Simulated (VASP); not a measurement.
# O (Pm-3m) in VASP: single point with PBEsol+D3(BJ)

Aim: the single point of O with PBEsol+D3(BJ).

Program: VASP 6.6.1. These are calculated values, not measurements. Logs are shortened: lines on timing, memory, paths and dates and some standing lists are left out, and cuts for length are marked.

**1. The cell of the first run**

The structure is cubic, space group Pm-3m (No. 221). Conventional cell: a = 4.110 Å, b = 4.110 Å, c = 4.110 Å, α = 90.00°, β = 90.00°, γ = 90.00°. Within 3.8 Å of O (site symmetry 4/mmm) lie 8 O at 2.91 Å.

**2. Single point, PBEsol+D3(BJ)**

INCAR

```
  PREC = Accurate
  ENCUT = 520
  EDIFF = 1E-7
  ISMEAR = 1
  SIGMA = 0.15
  LREAL = False
  LASPH = True
  NELM = 60
  ALGO = Normal
  ISIF = 2
  LWAVE = False
  LCHARG = True
  GGA = PS
  IVDW = 12
  LELF = True
  LVHAR = True
  NBANDS = 16
```

KPOINTS

```
Automatic mesh
0
Gamma
  6 6 6
```

POSCAR

```
O
1.0
    4.1102480000      0.0000000000      0.0000000000
    0.0000000000      4.1102480000      0.0000000000
    0.0000000000      0.0000000000      4.1102480000
O
3
Direct
    0.5000000000      0.5000000000      0.0000000000
    0.5000000000      0.0000000000      0.5000000000
    0.0000000000      0.5000000000      0.5000000000
```

Potentials or basis: VASP PAW PBE potentials, release 64 (O).

Command:

```sh
$ cat potpaw_PBE.64/O/POTCAR > POTCAR
$ mpirun -np 1 vasp_std > vasp.out
```

OUTCAR:

```text
PREC = Accurate
   ENCUT = 520
   EDIFF = 1E-7
   ISMEAR = 1
   LREAL = False
   LASPH = True
   NELM = 60
   ISIF = 2
   GGA = PS
   IVDW = 12
 IVDW          = 12

 ion  position               nearest neighbor table
   1  0.500  0.500  0.000-
   2  0.500  0.000  0.500-
   3  0.000  0.500  0.500-

  LATTYP: Found a simple cubic cell.
 ALAT       =     4.1102480000

  Lattice vectors:

 A1 = (   4.1102480000,   0.0000000000,   0.0000000000)
 A2 = (   0.0000000000,   4.1102480000,   0.0000000000)
 A3 = (   0.0000000000,   0.0000000000,   4.1102480000)

Analysis of symmetry for initial positions (statically):
=====================================================================
 Subroutine PRICEL returns:
 Original cell was already a primitive cell.

 Routine SETGRP: Setting up the symmetry group for a
 simple cubic supercell.

 Subroutine GETGRP returns: Found 48 space group operations
 (whereof 48 operations were pure point group operations)
 out of a pool of 48 trial point group operations.

The static configuration has the point symmetry O_h .

Analysis of symmetry for dynamics (positions and initial velocities):
=====================================================================
 Subroutine PRICEL returns:
 Original cell was already a primitive cell.

 Routine SETGRP: Setting up the symmetry group for a
 simple cubic supercell.

 Subroutine GETGRP returns: Found 48 space group operations
 (whereof 48 operations were pure point group operations)
 out of a pool of 48 trial point group operations.

The dynamic configuration has the point symmetry O_h .

 Subroutine INISYM returns: Found 48 space group operations
 (whereof 48 operations are pure point group operations),
 and found     1 'primitive' translations

----------------------------------------------------------------------------------------

                                     Primitive cell

  volume of cell :      69.4391

  direct lattice vectors                    reciprocal lattice vectors
     4.110248000  0.000000000  0.000000000     0.243294322  0.000000000  0.000000000
     0.000000000  4.110248000  0.000000000     0.000000000  0.243294322  0.000000000
     0.000000000  0.000000000  4.110248000     0.000000000  0.000000000  0.243294322

  length of vectors
     4.110248000  4.110248000  4.110248000     0.243294322  0.243294322  0.243294322

  position of ions in fractional coordinates (direct lattice)
     0.500000000  0.500000000  0.000000000
     0.500000000  0.000000000  0.500000000
     0.000000000  0.500000000  0.500000000

  ion indices of the primitive-cell ions
   primitive index   ion index
                 1           1
                 2           2
                 3           3

----------------------------------------------------------------------------------------

 KPOINTS: Automatic mesh

Automatic generation of k-mesh.
 Grid dimensions read from file:
 generate k-points for:    6    6    6

 Generating k-lattice:

  Cartesian coordinates                     Fractional coordinates (reciprocal lattice)
     0.040549054  0.000000000  0.000000000     0.166666667  0.000000000  0.000000000
     0.000000000  0.040549054  0.000000000     0.000000000  0.166666667  0.000000000
     0.000000000  0.000000000  0.040549054     0.000000000  0.000000000  0.166666667

  Length of vectors
     0.040549054  0.040549054  0.040549054

  Shift w.r.t. Gamma in fractional coordinates (k-lattice)
     0.000000000  0.000000000  0.000000000

 Subroutine IBZKPT returns following result:
 ===========================================

 Found     20 irreducible k-points:

 Following reciprocal coordinates:
            Coordinates               Weight
  0.000000  0.000000  0.000000      1.000000
  0.166667  0.000000  0.000000      6.000000
  0.333333  0.000000  0.000000      6.000000
  0.500000  0.000000  0.000000      3.000000
  0.166667  0.166667  0.000000     12.000000
  0.333333  0.166667  0.000000     24.000000
[... 12 lines left out ...]
  0.500000  0.500000  0.333333      6.000000
  0.500000  0.500000  0.500000      1.000000
   k-points           NKPTS =     20   k-points in BZ     NKDIM =     20   number of bands    NBANDS=     16
   number of dos      NEDOS =    301   number of ions     NIONS =      3
   total plane-waves  NPLWV =  32768
   dimension x,y,z NGX =    32 NGY =   32 NGZ =   32
   dimension x,y,z NGXF=    64 NGYF=   64 NGZF=   64
   ions per type =               3
   NGX,Y,Z   is equivalent  to a cutoff of  12.94, 12.94, 12.94 a.u.
   NGXF,Y,Z  is equivalent  to a cutoff of  25.89, 25.89, 25.89 a.u.
 SYSTEM =  unknown system
   PREC   = accura    normal or accurate (medium, high low for compatibility)
   ISTART =      0    job   : 0-new  1-cont  2-samecut
   ICHARG =      2    charge: 1-file 2-atom 10-const
   ISPIN  =      1    spin polarized calculation?
   LNONCOLLINEAR =      F non collinear calculations
   LSORBIT =      F    spin-orbit coupling
   LASPH  =      T    aspherical Exc in radial PAW
   ENCUT  =  520.0 eV  38.22 Ry    6.18 a.u.   7.64  7.64  7.64*2*pi/ulx,y,z
   NELM   =     60;   NELMIN=  2; NELMDL= -5     # of ELM steps
   EDIFF  = 0.1E-06   stopping-criterion for ELM
   LREAL  =      F    real-space projection
   EDIFFG = 0.1E-05   stopping-criterion for IOM
   NSW    =      0    number of steps for IOM
   IBRION =     -1    ionic relax: 0-MD 1-quasi-New 2-CG
   NFREE  =      0    steps in history (QN), initial steepest desc. (CG)
   ISIF   =      2    stress and relaxation
   ISYM   =      2    0-nonsym 1-usesym 2-fastsym
   POTIM  = 0.5000    time-step for ionic-motion
   TEBEG  =    0.0;   TEEND  =   0.0 temperature during run
   PSTRESS=    0.0 pullay stress
   NELECT =      18.0000    total number of electrons
   NUPDOWN=      -1.0000    fix difference up-down
   EMIN   =  10.00;   EMAX   =-10.00  energy-range for DOS
   EFERMI =   0.00;   METHOD = LEGACY
   ISMEAR =     1;   SIGMA  =   0.15  broadening in eV -4-tet -1-fermi 0-gaus
   EFERMI_NEDOS =   21; number of points for ismear=-14 and -15
   IALGO  =     38    algorithm
   IMIX   =      4    mixing-type and parameters
     AMIX     =   0.40;   BMIX     =  1.00
     AMIX_MAG =   1.60;   BMIX_MAG =  1.00
  volume/ion in A,a.u.               =      23.15       156.20
  Fermi-wavevector in a.u.,A,eV,Ry     =   1.043833  1.972558 14.824732  1.089587
  Thomas-Fermi vector in A             =   2.178559
   LORBIT       =      0    0 simple, 1 ext, 2 COOP (PROOUT), +10 PAW based schemes
   GGA     = PS    functional components
   LHFCALC =     F    Hartree Fock is set to
   AEXX    =    0.0000 exact exchange contribution
   IVDW    =    12    specifies the selected vdW correction
   LEPSILON=     F    determine dielectric tensor
   LRPA    =     F    only Hartree local field effects (RPA)
 non-spin polarized calculation
 Methfessel and Paxton  Order N= 1 SIGMA  =   0.15
  energy-cutoff  :      520.00
  volume of cell :       69.44
 maximum number of plane-waves:      1890
 NGX is ok and might be reduce to    32
   NGX = 15   NGY = 15   NGZ = 15

 number of electron      18.0000016 magnetization

 Free energy of the ion-electron system (eV)
  ---------------------------------------------------
  ext. energy  EPLUGINS =         0.00000000
  ---------------------------------------------------
  free energy    TOTEN  =        -3.76922265 eV

  energy without entropy =       -3.77469367  energy(sigma->0) =       -3.77104633

 E-fermi :  -5.8035     XC(G=0):  -6.8777

 val. band max:       -5.8189933593   @ k =   0.3333   0.3333   0.0000
 cond. band min:      -5.7966071787   @ k =   0.1667   0.1667   0.0000
 fundamental gap:      0.0223861806
 Fermi energy:        -5.8034599748

 k-point     1 :       0.0000    0.0000    0.0000
  band No.  band energies     occupation
      1     -21.6621      2.00000
      2     -20.8470      2.00000
      3     -20.8470      2.00000
      4      -7.1365      2.00000
      5      -7.1365      2.00000
      6      -7.1365      2.00000
[... 8 lines left out ...]
     15      10.1281      0.00000
     16      10.1281      0.00000

 k-point     2 :       0.1667    0.0000    0.0000
  band No.  band energies     occupation
      1     -21.6157      2.00000
      2     -20.8964      2.00000
      3     -20.8447      2.00000
      4      -7.0714      2.00000
      5      -7.0714      2.00000
      6      -7.0676      2.00000
[... 8 lines left out ...]
     15       9.3636      0.00000
     16      10.4081      0.00000

 k-point     3 :       0.3333    0.0000    0.0000
  band No.  band energies     occupation
      1     -21.4937      2.00000
      2     -21.0238      2.00000
      3     -20.8402      2.00000
      4      -6.9106      2.00000
      5      -6.9106      2.00000
      6      -6.8555      2.00000
[... 8 lines left out ...]
     15       9.3771      0.00000
     16      11.0507      0.00000

 k-point     4 :       0.5000    0.0000    0.0000
  band No.  band energies     occupation
      1     -21.3950      2.00000
      2     -21.1255      2.00000
      3     -20.8380      2.00000
      4      -6.7999      2.00000
      5      -6.7999      2.00000
      6      -6.5606      2.00000
[... 8 lines left out ...]
     15       9.6736      0.00000
     16      11.4249      0.00000

 k-point     5 :       0.1667    0.1667    0.0000
  band No.  band energies     occupation
      1     -21.5709      2.00000
      2     -20.9150      2.00000
      3     -20.8699      2.00000
      4      -7.1578      2.00000
      5      -7.0059      2.00000
      6      -6.8692      2.00000
[... 8 lines left out ...]
     15       9.1020      0.00000
     16       9.9970      0.00000

 k-point     6 :       0.3333    0.1667    0.0000
  band No.  band energies     occupation
      1     -21.4538      2.00000
      2     -21.0243      2.00000
      3     -20.8757      2.00000
      4      -7.0951      2.00000
      5      -6.8423      2.00000
      6      -6.6424      2.00000
[... 8 lines left out ...]
     15       9.1582      0.00000
     16      10.1531      0.00000

 k-point     7 :       0.5000    0.1667    0.0000
  band No.  band energies     occupation
      1     -21.3568      2.00000
      2     -21.1218      2.00000
      3     -20.8743      2.00000
      4      -6.9502      2.00000
      5      -6.7427      2.00000
      6      -6.7267      2.00000
[... 8 lines left out ...]
     15       9.6671      0.00000
     16       9.9816      0.00000

 k-point     8 :       0.3333    0.3333    0.0000
  band No.  band energies     occupation
      1     -21.3485      2.00000
      2     -21.0469      2.00000
      3     -20.9507      2.00000
      4      -7.1807      2.00000
      5      -6.7980      2.00000
      6      -6.6653      2.00000
[... 8 lines left out ...]
     15       8.1021      0.00000
     16       9.7477      0.00000

 k-point     9 :       0.5000    0.3333    0.0000
  band No.  band energies     occupation
      1     -21.2534      2.00000
      2     -21.1145      2.00000
      3     -20.9745      2.00000
      4      -7.1361      2.00000
      5      -7.0109      2.00000
      6      -6.5254      2.00000
[... 8 lines left out ...]
     15       8.5266      0.00000
     16       9.2964      0.00000
[... 96 lines left out ...]
 k-point    15 :       0.5000    0.3333    0.1667
  band No.  band energies     occupation
      1     -21.2315      2.00000
      2     -21.1109      2.00000
      3     -20.9897      2.00000
      4      -7.3919      2.00000
      5      -7.0013      2.00000
      6      -6.6361      2.00000
[... 8 lines left out ...]
     15       8.6720      0.00000
     16       9.4921      0.00000

 k-point    16 :       0.5000    0.5000    0.1667
  band No.  band energies     occupation
      1     -21.1105      2.00000
      2     -21.1071      2.00000
      3     -21.1071      2.00000
      4      -7.4694      2.00000
      5      -7.1064      2.00000
      6      -6.6375      2.00000
[... 8 lines left out ...]
     15       7.9662      0.00000
     16       8.9076      0.00000

 k-point    17 :       0.3333    0.3333    0.3333
  band No.  band energies     occupation
      1     -21.2459      2.00000
      2     -21.0373      2.00000
      3     -21.0373      2.00000
      4      -7.6103      2.00000
      5      -6.8779      2.00000
      6      -6.8349      2.00000
[... 8 lines left out ...]
     15       8.9708      0.00000
     16       8.9708      0.00000

 k-point    18 :       0.5000    0.3333    0.3333
  band No.  band energies     occupation
      1     -21.1740      2.00000
      2     -21.1037      2.00000
      3     -21.0340      2.00000
      4      -7.6950      2.00000
      5      -7.0026      2.00000
      6      -6.9268      2.00000
[... 8 lines left out ...]
     15       8.8886      0.00000
     16       9.5243      0.00000

 k-point    19 :       0.5000    0.5000    0.3333
  band No.  band energies     occupation
      1     -21.1013      2.00000
      2     -21.1002      2.00000
      3     -21.1002      2.00000
      4      -7.8099      2.00000
      5      -7.0819      2.00000
      6      -6.9528      2.00000
[... 8 lines left out ...]
     15       8.6401      0.00000
     16       9.4167      0.00000

 k-point    20 :       0.5000    0.5000    0.5000
  band No.  band energies     occupation
      1     -21.0967      2.00000
      2     -21.0967      2.00000
      3     -21.0967      2.00000
      4      -7.9427      2.00000
      5      -7.0695      2.00000
      6      -7.0695      2.00000
[... 8 lines left out ...]
     15       9.3579      0.00000
     16       9.3579      0.00000

------------------------ aborting loop because EDIFF is reached ----------------------------------------

 Edisp (eV)   -0.07878

 E8    (eV) :    -0.0326

  FORCE on cell =-STRESS in cart. coord.  units (eV):
  Direction    XX          YY          ZZ          XY          YZ          ZX
  --------------------------------------------------------------------------------------
  -------------------------------------------------------------------------------------
  Total      -5.65508    -5.65508    -5.65508     0.00000     0.00000    -0.00000
  in kB    -130.48043  -130.48043  -130.48043     0.00000     0.00000    -0.00000
  external pressure =     -130.48 kB  Pullay stress =        0.00 kB

 VOLUME and BASIS-vectors are now :
 -----------------------------------------------------------------------------
  energy-cutoff  :      520.00
  volume of cell :       69.44
      direct lattice vectors                 reciprocal lattice vectors
     4.110248000  0.000000000  0.000000000     0.243294322  0.000000000  0.000000000
     0.000000000  4.110248000  0.000000000     0.000000000  0.243294322  0.000000000
     0.000000000  0.000000000  4.110248000     0.000000000  0.000000000  0.243294322

 POSITION                                       TOTAL-FORCE (eV/Angst)
 -----------------------------------------------------------------------------------
      2.05512      2.05512      0.00000         0.000000      0.000000      0.000000
      2.05512      0.00000      2.05512         0.000000      0.000000      0.000000
      0.00000      2.05512      2.05512         0.000000      0.000000      0.000000
 -----------------------------------------------------------------------------------
    total drift:                                0.000000     -0.000000     -0.000000

  FREE ENERGIE OF THE ION-ELECTRON SYSTEM (eV)
  ---------------------------------------------------
  free  energy   TOTEN  =        -3.8480018350 eV

  energy  without entropy=       -3.8534728514  energy(sigma->0) =       -3.84982551
```

Run time: 14 s. Hardware: 1 thread of Intel Xeon Platinum 8559C (Emerald Rapids), shared host; peak memory 0.18 GiB.

What came out:

```
Free energy                : -3.8480 eV
Pressure                   : -13.0 GPa
Band gap on the k mesh     : zero (band 9 reaches -5.53 eV, above the bottom of band 10 at -6.14 eV)
Dispersion energy per atom : -0.026 eV
```

Caveat: three body term missing; the PAW data sets were made with another functional, which shifts forces and pressure a little; pairwise dispersion overbinds metals, which lowers pressure and volume.
